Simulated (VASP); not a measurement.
# AgBr2 (Fm-3m) in VASP: a series of runs

Runs on AgBr2. Level: PBE. Tasks: single point, relaxation of cell and atoms.

All numbers are computed with VASP 6.6.1; they aren't measurements. Logs are shortened: lines on timing, memory, paths and dates and some standing lists are left out, and cuts for length are marked.

## (1) The cell of the first run

The structure is cubic, space group Fm-3m (No. 225). Conventional cell: a = 6.882 Å, b = 6.882 Å, c = 6.882 Å, α = 90.00°, β = 90.00°, γ = 90.00°. Within 3.9 Å of Ag (site symmetry m-3m) lie 8 Br at 2.98 Å. Within 3.9 Å of Br (site symmetry -43m) lie 4 Ag at 2.98 Å and 6 Br at 3.44 Å.

## (2) Single point, PBE

INCAR reads:

```
ALGO = Normal
EDIFF = 1E-6
ENCUT = 520
GGA = PE
ISIF = 2
ISMEAR = 0
LASPH = T
LCHARG = F
LREAL = F
LWAVE = F
NBANDS = 20
NELM = 100
PREC = Accurate
SIGMA = 0.1
```

KPOINTS reads:

```
k-points
0
Gamma
  12 12 12
```

POSCAR reads:

```
AgBr2
1.0
    0.0000000000      3.4410274354      3.4410274354
    3.4410274354      0.0000000000      3.4410274354
    3.4410274354      3.4410274354      0.0000000000
Ag Br
1 2
Direct
    0.0000000000      0.0000000000      0.0000000000
    0.2500000000      0.2500000000      0.2500000000
    0.7500000000      0.7500000000      0.7500000000
```

Potentials or basis: VASP PAW PBE potentials, release 64 (Ag, Br).

On the command line:

```
cat potpaw_PBE.64/Ag/POTCAR potpaw_PBE.64/Br/POTCAR > POTCAR
mpirun -np 1 vasp_std > vasp.out
```

OUTCAR:

```text
EDIFF = 1E-6
   ENCUT = 520
   GGA = PE
   ISIF = 2
   ISMEAR = 0
   LASPH = T
   LREAL = F
   NELM = 100
   PREC = Accurate

 ion  position               nearest neighbor table
   1  0.000  0.000  0.000-   3 2.98   3 2.98   3 2.98   2 2.98   3 2.98   2 2.98   2 2.98   2 2.98

   2  0.250  0.250  0.250-   1 2.98   1 2.98   1 2.98   1 2.98
   3  0.750  0.750  0.750-   1 2.98   1 2.98   1 2.98   1 2.98

  LATTYP: Found a face centered cubic cell.
 ALAT       =     6.8820548708

  Lattice vectors:

 A1 = (   0.0000000000,   3.4410274354,   3.4410274354)
 A2 = (   3.4410274354,   0.0000000000,   3.4410274354)
 A3 = (   3.4410274354,   3.4410274354,   0.0000000000)

Analysis of symmetry for initial positions (statically):
=====================================================================
 Subroutine PRICEL returns:
 Original cell was already a primitive cell.

 Routine SETGRP: Setting up the symmetry group for a
 face centered cubic supercell.

 Subroutine GETGRP returns: Found 48 space group operations
 (whereof 48 operations were pure point group operations)
 out of a pool of 48 trial point group operations.

The static configuration has the point symmetry O_h .

Analysis of symmetry for dynamics (positions and initial velocities):
=====================================================================
 Subroutine PRICEL returns:
 Original cell was already a primitive cell.

 Routine SETGRP: Setting up the symmetry group for a
 face centered cubic supercell.

 Subroutine GETGRP returns: Found 48 space group operations
 (whereof 48 operations were pure point group operations)
 out of a pool of 48 trial point group operations.

The dynamic configuration has the point symmetry O_h .

 Subroutine INISYM returns: Found 48 space group operations
 (whereof 48 operations are pure point group operations),
 and found     1 'primitive' translations

----------------------------------------------------------------------------------------

                                     Primitive cell

  volume of cell :      81.4881

  direct lattice vectors                    reciprocal lattice vectors
     0.000000000  3.441027435  3.441027435    -0.145305438  0.145305438  0.145305438
     3.441027435  0.000000000  3.441027435     0.145305438 -0.145305438  0.145305438
     3.441027435  3.441027435  0.000000000     0.145305438  0.145305438 -0.145305438

  length of vectors
     4.866347668  4.866347668  4.866347668     0.251676402  0.251676402  0.251676402

  position of ions in fractional coordinates (direct lattice)
     0.000000000  0.000000000  0.000000000
     0.250000000  0.250000000  0.250000000
     0.750000000  0.750000000  0.750000000

  ion indices of the primitive-cell ions
   primitive index   ion index
                 1           1
                 2           2
                 3           3

----------------------------------------------------------------------------------------

 KPOINTS: k-points

Automatic generation of k-mesh.
 Grid dimensions read from file:
 generate k-points for:   12   12   12

 Generating k-lattice:

  Cartesian coordinates                     Fractional coordinates (reciprocal lattice)
    -0.012108787  0.012108787  0.012108787     0.083333333  0.000000000  0.000000000
     0.012108787 -0.012108787  0.012108787     0.000000000  0.083333333  0.000000000
     0.012108787  0.012108787 -0.012108787     0.000000000  0.000000000  0.083333333

  Length of vectors
     0.020973033  0.020973033  0.020973033

  Shift w.r.t. Gamma in fractional coordinates (k-lattice)
     0.000000000  0.000000000  0.000000000

 Subroutine IBZKPT returns following result:
 ===========================================

 Found     72 irreducible k-points:

 Following reciprocal coordinates:
            Coordinates               Weight
  0.000000  0.000000  0.000000      1.000000
  0.083333  0.000000  0.000000      8.000000
  0.166667  0.000000  0.000000      8.000000
  0.250000  0.000000  0.000000      8.000000
  0.333333  0.000000  0.000000      8.000000
  0.416667  0.000000  0.000000      8.000000
[... 16 lines left out ...]
  0.500000  0.166667  0.000000     24.000000
 -0.416667  0.166667  0.000000     24.000000
 [... further k-points ...]
   k-points           NKPTS =     72   k-points in BZ     NKDIM =     72   number of bands    NBANDS=     20
   number of dos      NEDOS =    301   number of ions     NIONS =      3
   total plane-waves  NPLWV =  46656
   dimension x,y,z NGX =    36 NGY =   36 NGZ =   36
   dimension x,y,z NGXF=    72 NGYF=   72 NGZF=   72
   ions per type =               1   2
   NGX,Y,Z   is equivalent  to a cutoff of  12.30, 12.30, 12.30 a.u.
   NGXF,Y,Z  is equivalent  to a cutoff of  24.60, 24.60, 24.60 a.u.
 SYSTEM =  unknown system
   PREC   = accura    normal or accurate (medium, high low for compatibility)
   ISTART =      0    job   : 0-new  1-cont  2-samecut
   ICHARG =      2    charge: 1-file 2-atom 10-const
   ISPIN  =      1    spin polarized calculation?
   LNONCOLLINEAR =      F non collinear calculations
   LSORBIT =      F    spin-orbit coupling
   LASPH  =      T    aspherical Exc in radial PAW
   ENCUT  =  520.0 eV  38.22 Ry    6.18 a.u.   9.05  9.05  9.05*2*pi/ulx,y,z
   NELM   =    100;   NELMIN=  2; NELMDL= -5     # of ELM steps
   EDIFF  = 0.1E-05   stopping-criterion for ELM
   LREAL  =      F    real-space projection
   EDIFFG = 0.1E-04   stopping-criterion for IOM
   NSW    =      0    number of steps for IOM
   IBRION =     -1    ionic relax: 0-MD 1-quasi-New 2-CG
   NFREE  =      0    steps in history (QN), initial steepest desc. (CG)
   ISIF   =      2    stress and relaxation
   ISYM   =      2    0-nonsym 1-usesym 2-fastsym
   POTIM  = 0.5000    time-step for ionic-motion
   TEBEG  =    0.0;   TEEND  =   0.0 temperature during run
   PSTRESS=    0.0 pullay stress
   NELECT =      25.0000    total number of electrons
   NUPDOWN=      -1.0000    fix difference up-down
   EMIN   =  10.00;   EMAX   =-10.00  energy-range for DOS
   EFERMI =   0.00;   METHOD = LEGACY
   ISMEAR =     0;   SIGMA  =   0.10  broadening in eV -4-tet -1-fermi 0-gaus
   EFERMI_NEDOS =   21; number of points for ismear=-14 and -15
   IALGO  =     38    algorithm
   IMIX   =      4    mixing-type and parameters
     AMIX     =   0.40;   BMIX     =  1.00
     AMIX_MAG =   1.60;   BMIX_MAG =  1.00
  volume/ion in A,a.u.               =      27.16       183.30
  Fermi-wavevector in a.u.,A,eV,Ry     =   1.104138  2.086518 16.587145  1.219121
  Thomas-Fermi vector in A             =   2.240606
   LORBIT       =      0    0 simple, 1 ext, 2 COOP (PROOUT), +10 PAW based schemes
   GGA     = PE    functional components
   LHFCALC =     F    Hartree Fock is set to
   AEXX    =    0.0000 exact exchange contribution
   IVDW    =     0    specifies the selected vdW correction
   LEPSILON=     F    determine dielectric tensor
   LRPA    =     F    only Hartree local field effects (RPA)
 non-spin polarized calculation
 Gauss-broadening in eV      SIGMA  =   0.10
  energy-cutoff  :      520.00
  volume of cell :       81.49
 maximum number of plane-waves:      2214
   NGX = 19   NGY = 19   NGZ = 19

 number of electron      25.0000000 magnetization

 Free energy of the ion-electron system (eV)
  ---------------------------------------------------
  ext. energy  EPLUGINS =         0.00000000
  ---------------------------------------------------
  free energy    TOTEN  =        -6.04601735 eV

  energy without entropy =       -6.02515608  energy(sigma->0) =       -6.03558671

 E-fermi :   1.7133     XC(G=0):  -9.0362

 val. band max:        1.7052201294   @ k =  -0.2500   0.2500   0.0000
 cond. band min:       1.7230760614   @ k =  -0.3333   0.2500   0.0000
 fundamental gap:      0.0178559319
 Fermi energy:         1.7132697083

 k-point     1 :       0.0000    0.0000    0.0000
  band No.  band energies     occupation
      1     -12.8797      2.00000
      2     -11.5371      2.00000
      3      -2.2294      2.00000
      4      -2.2294      2.00000
      5      -2.2294      2.00000
      6      -0.7975      2.00000
[... 12 lines left out ...]
     19      10.5651      0.00000
     20      11.2034      0.00000

 k-point     2 :       0.0833    0.0000    0.0000
  band No.  band energies     occupation
      1     -12.8563      2.00000
      2     -11.5617      2.00000
      3      -2.2056      2.00000
      4      -2.2056      2.00000
      5      -2.1658      2.00000
      6      -0.8089      2.00000
[... 12 lines left out ...]
     19      10.6694      0.00000
     20      11.4938      0.00000

 k-point     3 :       0.1667    0.0000    0.0000
  band No.  band energies     occupation
      1     -12.7881      2.00000
      2     -11.6326      2.00000
      3      -2.1377      2.00000
      4      -2.1377      2.00000
      5      -1.9824      2.00000
      6      -0.8365      2.00000
[... 12 lines left out ...]
     19      10.9723      0.00000
     20      12.2623      0.00000

 k-point     4 :       0.2500    0.0000    0.0000
  band No.  band energies     occupation
      1     -12.6805      2.00000
      2     -11.7426      2.00000
      3      -2.0372      2.00000
      4      -2.0372      2.00000
      5      -1.6989      2.00000
      6      -0.8622      2.00000
[... 12 lines left out ...]
     19      11.4397      0.00000
     20      13.1112      0.00000

 k-point     5 :       0.3333    0.0000    0.0000
  band No.  band energies     occupation
      1     -12.5419      2.00000
      2     -11.8821      2.00000
      3      -1.9266      2.00000
      4      -1.9266      2.00000
      5      -1.3430      2.00000
      6      -0.9456      2.00000
[... 12 lines left out ...]
     19      11.9863      0.00000
     20      12.8552      0.00000
[... 353 lines left out ...]
      6      -1.3033      2.00000
[... 12 lines left out ...]
     19      11.7146      0.00000
     20      13.6528      0.00000

 k-point    22 :       0.4167    0.1667    0.0000
  band No.  band energies     occupation
      1     -12.4525      2.00000
      2     -11.9522      2.00000
      3      -1.9280      2.00000
      4      -1.8857      2.00000
      5      -1.6962      2.00000
      6      -1.0114      2.00000
[... 12 lines left out ...]
     19      11.7762      0.00000
     20      13.3135      0.00000

 k-point    23 :       0.5000    0.1667    0.0000
  band No.  band energies     occupation
      1     -12.3086      2.00000
      2     -12.0936      2.00000
      3      -1.9698      2.00000
      4      -1.7740      2.00000
      5      -1.7332      2.00000
      6      -0.9330      2.00000
[... 12 lines left out ...]
     19      12.3584      0.00000
     20      13.0794      0.00000

 k-point    24 :      -0.4167    0.1667    0.0000
  band No.  band energies     occupation
      1     -12.2464      2.00000
      2     -12.1568      2.00000
      3      -2.0275      2.00000
      4      -1.6998      2.00000
      5      -1.6783      2.00000
      6      -0.9861      2.00000
[... 12 lines left out ...]
     19      12.7820      0.00000
     20      13.3336      0.00000

 [... further k-points ...]

------------------------ aborting loop because EDIFF is reached ----------------------------------------

  FORCE on cell =-STRESS in cart. coord.  units (eV):
  Direction    XX          YY          ZZ          XY          YZ          ZX
  --------------------------------------------------------------------------------------
  -------------------------------------------------------------------------------------
  Total        0.0121462      0.0121462      0.0121462      0.0000000     -0.0000000     -0.0000000
  in kB        0.2388126      0.2388126      0.2388126      0.0000000     -0.0000000     -0.0000000
  external PRESSURE =       0.2388126 kB  Pullay stress =       0.0000000 kB

 VOLUME and BASIS-vectors are now :
 -----------------------------------------------------------------------------
  energy-cutoff  :      520.00
  volume of cell :       81.49
      direct lattice vectors                 reciprocal lattice vectors
     0.000000000  3.441027435  3.441027435    -0.145305438  0.145305438  0.145305438
     3.441027435  0.000000000  3.441027435     0.145305438 -0.145305438  0.145305438
     3.441027435  3.441027435  0.000000000     0.145305438  0.145305438 -0.145305438

 POSITION                                       TOTAL-FORCE (eV/Angst)
 -----------------------------------------------------------------------------------
      0.00000      0.00000      0.00000        -0.000000     -0.000000      0.000000
      1.72051      1.72051      1.72051         0.000000      0.000000      0.000000
      5.16154      5.16154      5.16154        -0.000000     -0.000000     -0.000000
 -----------------------------------------------------------------------------------
    total drift:                               -0.000000      0.000000      0.000000

  FREE ENERGIE OF THE ION-ELECTRON SYSTEM (eV)
  ---------------------------------------------------
  free  energy   TOTEN  =        -6.0460173481 eV

  energy  without entropy=       -6.0251560758  energy(sigma->0) =       -6.03558671
```

Wall time 54 s (1 thread of AMD EPYC 9R45 (Zen 5), shared host); peak memory 0.24 GiB.

What came out:

| Quantity | Value |
| --- | --- |
| Free energy | -6.0460 eV |
| Pressure | 0.0 GPa |

Caveat: an odd number of electrons without spin polarisation forces a metal; a magnetic or distorted state may lie lower.

## (3) Relaxation of cell and atoms, PBE

INCAR reads:

```
  ALGO = Normal
  EDIFF = 1E-6
  EDIFFG = -0.01
  ENCUT = 600
  GGA = PE
  IBRION = 2
  ISIF = 3
  ISMEAR = 0
  LASPH = T
  LCHARG = F
  LREAL = F
  LWAVE = F
  NELM = 100
  NSW = 100
  PREC = Accurate
  SIGMA = 0.1
```

KPOINTS is that of step 2.

POSCAR is that of step 2.

Potentials or basis: VASP PAW PBE potentials, release 64 (Ag, Br).

On the command line:

```
cat potpaw_PBE.64/Ag/POTCAR potpaw_PBE.64/Br/POTCAR > POTCAR
mpirun -np 1 vasp_std > vasp.out
```

Run time: 71 s. Hardware: 1 thread of AMD EPYC 9R45 (Zen 5), shared host; peak memory 0.28 GiB.

It converged, with:

```yaml
Free_energy: -6.0457 eV
Pressure_after_relaxing: 0.0 GPa
```

Final structure:
```cif
data_structure
_symmetry_space_group_name_H-M 'P 1'
_symmetry_Int_Tables_number 1
_cell_length_a 4.8663
_cell_length_b 4.8663
_cell_length_c 4.8663
_cell_angle_alpha 60.000
_cell_angle_beta 60.000
_cell_angle_gamma 60.000
_cell_volume 81.49
loop_
_atom_site_label
_atom_site_type_symbol
_atom_site_fract_x
_atom_site_fract_y
_atom_site_fract_z
_atom_site_occupancy
Ag1 Ag 0.00000 0.00000 0.00000 1
Br1 Br 0.25000 0.25000 0.25000 1
Br2 Br 0.75000 0.75000 0.75000 1
```

Levels at points of the mesh, in eV from the Fermi level:
| k point | band 11 | band 12 | band 13 | band 14 | band 15 | band 16 |
| --- | --- | --- | --- | --- | --- | --- |
| (0.00, 0.00, 0.00) | -0.69 | -0.69 | -0.69 | 2.25 | 5.80 | 5.80 |
| (0.50, 0.00, 0.00) | -2.04 | -0.49 | -0.49 | 4.67 | 7.53 | 8.17 |
| (0.50, 0.50, 0.00) | 0.04 | 0.27 | 0.27 | 3.57 | 6.35 | 8.75 |

Caveat: the relaxation stopped at its first step, so nothing moved; an odd number of electrons without spin polarisation forces a metal; a magnetic or distorted state may lie lower.

(Part 1 of 2 ends here.)
